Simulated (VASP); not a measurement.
# Os (P6_3/mmc) in VASP: notebook, part 2 of 2

VASP 6.6.1. The steps go on from the part before.

## Step 3: Relaxation of cell and atoms, LDA

This run uses another cell than the first one: it holds 2 atoms, not 4.

INCAR

```
SYSTEM = Os
PREC = Accurate
ENCUT = 600
EDIFF = 1E-6
ISMEAR = -1
SIGMA = 0.05
LREAL = .FALSE.
LASPH = .TRUE.
NELM = 80
ALGO = Normal
ISIF = 3
LWAVE = .FALSE.
LCHARG = .FALSE.
IBRION = 2
NSW = 60
EDIFFG = -0.005
```

KPOINTS

```
regular mesh
0
G
  18 18 10
  0 0 0
```

POSCAR

```
Os
1.0
    2.6930569566      0.0000000000      0.0000000000
   -1.3465284783      2.3322557382      0.0000000000
    0.0000000000      0.0000000000      4.3627522697
Os
2
Direct
    0.3333333333      0.6666666667      0.2500000000
    0.6666666667      0.3333333333      0.7500000000
```

Potentials or basis: VASP PAW LDA potentials, release 64 (Os).

Command:

```bash
cat potpaw_LDA.64/Os/POTCAR > POTCAR
mpirun -np 1 vasp_std > vasp.out
```

OUTCAR:

```text
SYSTEM = Os
   PREC = Accurate
   ENCUT = 600
   EDIFF = 1E-6
   ISMEAR = -1
   LREAL = .FALSE.
   LASPH = .TRUE.
   NELM = 80
   ISIF = 3
   IBRION = 2
   NSW = 60
   EDIFFG = -0.005

 ion  position               nearest neighbor table
   1  0.333  0.667  0.250-   2 2.68   2 2.68   2 2.68   2 2.68   2 2.68   2 2.68
   2  0.667  0.333  0.750-   1 2.68   1 2.68   1 2.68   1 2.68   1 2.68   1 2.68

  LATTYP: Found a hexagonal cell.
 ALAT       =     2.6930569566
 C/A-ratio  =     1.6200000000

  Lattice vectors:

 A1 = (   2.6930569566,   0.0000000000,   0.0000000000)
 A2 = (  -1.3465284783,   2.3322557382,   0.0000000000)
 A3 = (   0.0000000000,   0.0000000000,   4.3627522697)

Analysis of symmetry for initial positions (statically):
=====================================================================
 Subroutine PRICEL returns:
 Original cell was already a primitive cell.

 Routine SETGRP: Setting up the symmetry group for a
 hexagonal supercell.

 Subroutine GETGRP returns: Found 24 space group operations
 (whereof 12 operations were pure point group operations)
 out of a pool of 24 trial point group operations.

The static configuration has the point symmetry D_3d.
 The point group associated with its full space group is D_6h.

Analysis of symmetry for dynamics (positions and initial velocities):
=====================================================================
 Subroutine PRICEL returns:
 Original cell was already a primitive cell.

 Routine SETGRP: Setting up the symmetry group for a
 hexagonal supercell.

 Subroutine GETGRP returns: Found 24 space group operations
 (whereof 12 operations were pure point group operations)
 out of a pool of 24 trial point group operations.

The dynamic configuration has the point symmetry D_3d.
 The point group associated with its full space group is D_6h.

 Subroutine INISYM returns: Found 24 space group operations
 (whereof 12 operations are pure point group operations),
 and found     1 'primitive' translations

----------------------------------------------------------------------------------------

                                     Primitive cell

  volume of cell :      27.4020

  direct lattice vectors                    reciprocal lattice vectors
     2.693056957  0.000000000  0.000000000     0.371325232  0.214384723  0.000000000
    -1.346528478  2.332255738  0.000000000     0.000000000  0.428769446  0.000000000
     0.000000000  0.000000000  4.362752270     0.000000000  0.000000000  0.229213106

  length of vectors
     2.693056957  2.693056957  4.362752270     0.428769446  0.428769446  0.229213106

  position of ions in fractional coordinates (direct lattice)
     0.333333333  0.666666667  0.250000000
     0.666666667  0.333333333  0.750000000

  ion indices of the primitive-cell ions
   primitive index   ion index
                 1           1
                 2           2

----------------------------------------------------------------------------------------

 KPOINTS: regular mesh

Automatic generation of k-mesh.
[... 50 lines left out ...]
   total plane-waves  NPLWV =  20736
   dimension x,y,z NGX =    24 NGY =   24 NGZ =   36
   dimension x,y,z NGXF=    48 NGYF=   48 NGZF=   72
   ions per type =               2
   NGX,Y,Z   is equivalent  to a cutoff of  14.82, 14.82, 13.72 a.u.
   NGXF,Y,Z  is equivalent  to a cutoff of  29.63, 29.63, 27.44 a.u.
 SYSTEM =  Os
   PREC   = accura    normal or accurate (medium, high low for compatibility)
   ISTART =      0    job   : 0-new  1-cont  2-samecut
   ICHARG =      2    charge: 1-file 2-atom 10-const
   ISPIN  =      1    spin polarized calculation?
   LNONCOLLINEAR =      F non collinear calculations
   LSORBIT =      F    spin-orbit coupling
   LASPH  =      T    aspherical Exc in radial PAW
   ENCUT  =  600.0 eV  44.10 Ry    6.64 a.u.   5.38  5.38  8.71*2*pi/ulx,y,z
   NELM   =     80;   NELMIN=  2; NELMDL= -5     # of ELM steps
   EDIFF  = 0.1E-05   stopping-criterion for ELM
   LREAL  =      F    real-space projection
   EDIFFG = -.5E-02   stopping-criterion for IOM
   NSW    =     60    number of steps for IOM
   IBRION =      2    ionic relax: 0-MD 1-quasi-New 2-CG
   NFREE  =      1    steps in history (QN), initial steepest desc. (CG)
   ISIF   =      3    stress and relaxation
   ISYM   =      2    0-nonsym 1-usesym 2-fastsym
   POTIM  = 0.5000    time-step for ionic-motion
   TEBEG  =    0.0;   TEEND  =   0.0 temperature during run
   PSTRESS=    0.0 pullay stress
   NELECT =      16.0000    total number of electrons
   NUPDOWN=      -1.0000    fix difference up-down
   EMIN   =  10.00;   EMAX   =-10.00  energy-range for DOS
   EFERMI =   0.00;   METHOD = LEGACY
   ISMEAR =    -1;   SIGMA  =   0.05  broadening in eV -4-tet -1-fermi 0-gaus
   EFERMI_NEDOS =   21; number of points for ismear=-14 and -15
   IALGO  =     38    algorithm
   IMIX   =      4    mixing-type and parameters
     AMIX     =   0.40;   BMIX     =  1.00
     AMIX_MAG =   1.60;   BMIX_MAG =  1.00
  volume/ion in A,a.u.               =      13.70        92.46
  Fermi-wavevector in a.u.,A,eV,Ry     =   1.368319  2.585748 25.474151  1.872297
  Thomas-Fermi vector in A             =   2.494294
   LORBIT       =      0    0 simple, 1 ext, 2 COOP (PROOUT), +10 PAW based schemes
   GGA     = CA    functional components
   LHFCALC =     F    Hartree Fock is set to
   AEXX    =    0.0000 exact exchange contribution
   IVDW    =     0    specifies the selected vdW correction
   LEPSILON=     F    determine dielectric tensor
   LRPA    =     F    only Hartree local field effects (RPA)
 conjugate gradient relaxation of ions
 non-spin polarized calculation
  energy-cutoff  :      600.00
  volume of cell :       27.40
 maximum number of plane-waves:       954
 NGX is ok and might be reduce to    24

--------------------------------------- Ionic step        1  -------------------------------------------

 number of electron      15.9999999 magnetization

 Free energy of the ion-electron system (eV)
  ---------------------------------------------------
  ext. energy  EPLUGINS =         0.00000000
  ---------------------------------------------------
  free energy    TOTEN  =       -25.29233515 eV

  energy without entropy =      -25.28254154  energy(sigma->0) =      -25.28743835

------------------------ aborting loop because EDIFF is reached ----------------------------------------

  FORCE on cell =-STRESS in cart. coord.  units (eV):
  Direction    XX          YY          ZZ          XY          YZ          ZX
  --------------------------------------------------------------------------------------
  -------------------------------------------------------------------------------------
  Total        1.0292053      1.0292053     -1.5591636     -0.0000000     -0.0000000      0.0000000
  in kB       60.1769705     60.1769705    -91.1632950     -0.0000000     -0.0000000      0.0000000
  external PRESSURE =       9.7302153 kB  Pullay stress =       0.0000000 kB
[... 275 lines left out ...]
--------------------------------------- Ionic step        9  -------------------------------------------

 number of electron      16.0000001 magnetization

 Free energy of the ion-electron system (eV)
  ---------------------------------------------------
  ext. energy  EPLUGINS =         0.00000000
  ---------------------------------------------------
  free energy    TOTEN  =       -25.31330878 eV

  energy without entropy =      -25.30163031  energy(sigma->0) =      -25.30746954

 E-fermi :   9.6701     XC(G=0): -14.2832

 val. band max:        9.6516674448   @ k =   0.2222   0.0556   0.3000
 cond. band min:       9.6750546017   @ k =   0.2778   0.0000   0.1000
 fundamental gap:      0.0233871569
 Fermi energy:         9.6701223986

 k-point     1 :       0.0000    0.0000    0.0000
  band No.  band energies     occupation
      1      -1.3576      2.00000
      2       1.7361      2.00000
      3       6.5210      2.00000
      4       6.5210      2.00000
      5       6.7737      2.00000
      6       7.3842      2.00000
      7       7.3842      2.00000
      8       8.0636      2.00000
      9       8.0636      2.00000
     10       9.8155      0.10355
     11      11.3974      0.00000
     12      11.3974      0.00000
[... 331 lines left out ...]
 k-point    24 :       0.3889    0.1111    0.0000
  band No.  band energies     occupation
      1       2.7193      2.00000
      2       2.8703      2.00000
      3       3.1658      2.00000
      4       5.9633      2.00000
      5       6.1549      2.00000
      6       7.0025      2.00000
      7       7.6998      2.00000
      8      11.2950      0.00000
      9      11.7415      0.00000
     10      12.2410      0.00000
     11      13.7126      0.00000
     12      16.8164      0.00000

 [... further k-points ...]
[... 5 lines left out ...]
  --------------------------------------------------------------------------------------
  -------------------------------------------------------------------------------------
  Total        0.0016347      0.0016347      0.0026245      0.0000000      0.0000000      0.0000000
  in kB        0.0953399      0.0953399      0.1530665      0.0000000      0.0000000      0.0000000
  external PRESSURE =       0.1145821 kB  Pullay stress =       0.0000000 kB
[... 17 lines left out ...]
  FREE ENERGIE OF THE ION-ELECTRON SYSTEM (eV)
  ---------------------------------------------------
  free  energy   TOTEN  =       -25.3133087756 eV

  energy  without entropy=      -25.3016303131  energy(sigma->0) =      -25.30746954

 reached required accuracy - stopping structural energy minimisation
```

OSZICAR:

```text
N       E                     dE             d eps       ncg     rms          rms(c)
DAV:   1     0.114434383020E+03    0.11443E+03   -0.84497E+03  5328   0.144E+03
DAV:   2    -0.185515420885E+02   -0.13299E+03   -0.12074E+03  5600   0.414E+02
DAV:   3    -0.266597493163E+02   -0.81082E+01   -0.73455E+01  6676   0.834E+01
[... 59 lines left out ...]
   8 F= -.25313306E+02 E0= -.25307458E+02  d E =-.102200E-05
       N       E                     dE             d eps       ncg     rms          rms(c)
DAV:   1    -0.253133120602E+02   -0.57869E-05   -0.25324E-04  5424   0.140E-01    0.107E-02
DAV:   2    -0.253133095210E+02    0.25392E-05   -0.29072E-06  5568   0.230E-02    0.522E-03
DAV:   3    -0.253133087756E+02    0.74535E-06   -0.14705E-06  2952   0.106E-02
   9 F= -.25313309E+02 E0= -.25307470E+02  d E =-.351734E-05
```

Wall time 1.9 min (1 thread of Intel Xeon 6975P-C (Granite Rapids), shared host); peak memory 0.22 GiB.

Results:

```yaml
Free_energy: -25.3133 eV
Relaxed_volume: 13.74 Å³/atom
Relaxed_cell: a = 2.717 Å, b = 2.717 Å, c = 4.296 Å, α = 90.00°, β = 90.00°, γ = 120.00°
Space_group_after_relaxing_to_0.1_Å: P6_3/mmc (No. 194)
Energy_gained_by_relaxing: 10.5 meV/atom
Ionic_steps: 9
Pressure_after_relaxing: 0.0 GPa
Band_gap_on_the_k_mesh: zero (bands 8 and 9 overlap by 4.05 eV)
```

The path:
```
step  energy change (eV)  largest force (eV/Å)  pressure (GPa)  volume (Å³)
   1              0.0000                0.0000            0.97        27.40
   2              0.0275                0.0000           -2.19        27.70
   3             -0.0208                0.0000           -0.88        27.52
   4             -0.0208                0.0000           -0.85        27.52
   5             -0.0188                0.0000            3.44        27.27
   6             -0.0210                0.0000            0.02        27.47
   7             -0.0210                0.0000            0.02        27.47
   8             -0.0210                0.0000           -0.01        27.47
   9             -0.0210                0.0000            0.01        27.47
```

Final structure:
```yaml
crystal:
  lattice:
    - [2.71743, 0.00000, 0.00000]
    - [-1.35871, 2.35336, 0.00000]
    - [0.00000, 0.00000, 4.29568]
  atoms:
    - { symbol: Os, position: [0.33333, 0.66667, 0.25000] }
    - { symbol: Os, position: [0.66667, 0.33333, 0.75000] }
```

Levels at points of the mesh, in eV from the Fermi level:
```tsv
k point	band 6	band 7	band 8	band 9	band 10	band 11
(0.00, 0.00, 0.00)	-2.29	-2.29	-1.61	-1.61	0.15	1.73
(0.50, 0.00, 0.00)	-2.61	-1.93	2.10	2.67	2.80	4.56
(0.00, 0.00, 0.50)	-3.34	-3.34	-3.34	0.91	0.91	0.91
(0.50, 0.00, 0.50)	-1.24	-0.09	-0.09	2.44	2.44	3.42
```

Caveat: spin-orbit coupling is left out, which moves the levels of the heavy elements.

The gap in the log of VASP goes by the Fermi energy; the results here count the filled bands.